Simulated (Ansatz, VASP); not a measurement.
Two plane-wave programs on Ru

The input INCAR:

```
SYSTEM = Ru
  PREC = Accurate
  ENCUT = 520
  EDIFF = 1E-6
  ISMEAR = 0
  SIGMA = 0.15
  LREAL = .FALSE.
  LASPH = .TRUE.
  NELM = 80
  ALGO = Fast
  ISIF = 2
  LWAVE = .FALSE.
  LCHARG = .TRUE.
  GGA = PE
  LELF = .TRUE.
  LVHAR = .TRUE.
  NBANDS = 21
```

File KPOINTS:

```
regular mesh
0
G
  24 24 12
  0 0 0
```

POSCAR

```
Ru
1.0
    2.7820588323      0.0000000000      0.0000000000
   -1.3910294162      2.4093336236      0.0000000000
    0.0000000000      0.0000000000      4.0503734917
Ru
2
Direct
    0.3333333333      0.6666666667      0.2500000000
    0.6666666667      0.3333333333      0.7500000000
```

Input for Ansatz:

```yaml
crystal:
  lattice:
    - [2.7820588323, 0.0, 0.0]
    - [-1.3910294162, 2.4093336236, 0.0]
    - [0.0, 0.0, 4.0503734917]
  atoms:
    - { symbol: Ru, position: [0.3333333333, 0.6666666667, 0.25] }
    - { symbol: Ru, position: [0.6666666667, 0.3333333333, 0.75] }
basis:
  ecutwfc: 420
kpoints:
  mp_grid: { grid: [24, 24, 12] }
hamiltonian:
  xc: pbe
scf:
  occupations: { method: gaussian, width: 0.15 }
output:
  forces: true
  stress: true
  eigenvalues: true
```

Alike in both runs: task single point; functional PBE; k mesh 24 × 24 × 12; occupations gaussian, width 0.15 eV; no spin polarisation.

```csv
,VASP,Ansatz
version,VASP 6.6.1,Ansatz 0.2.0
potentials or method,"VASP PAW PBE potentials, release 64 (Ru_pv), cutoff 520 eV","scalar-relativistic, plane waves, PAW"
valence electrons in the cell,28,32
```

|  | VASP | Ansatz | Ansatz less VASP |
| --- | --- | --- | --- |
| gap on the k mesh at the Fermi level (eV) | none | none | - |
| pressure (GPa) | 8.0 | 8.0 | +0.07 |
| traceless stress, the component that is largest in VASP (GPa) | 23.46 | 23.45 | -0.012 |

A gap of «none» marks a metal or a gap that the smearing closes. VASP's potentials hold 28 valence electrons a cell and Ansatz's 32, so a difference there can come from the potentials and not from the codes.
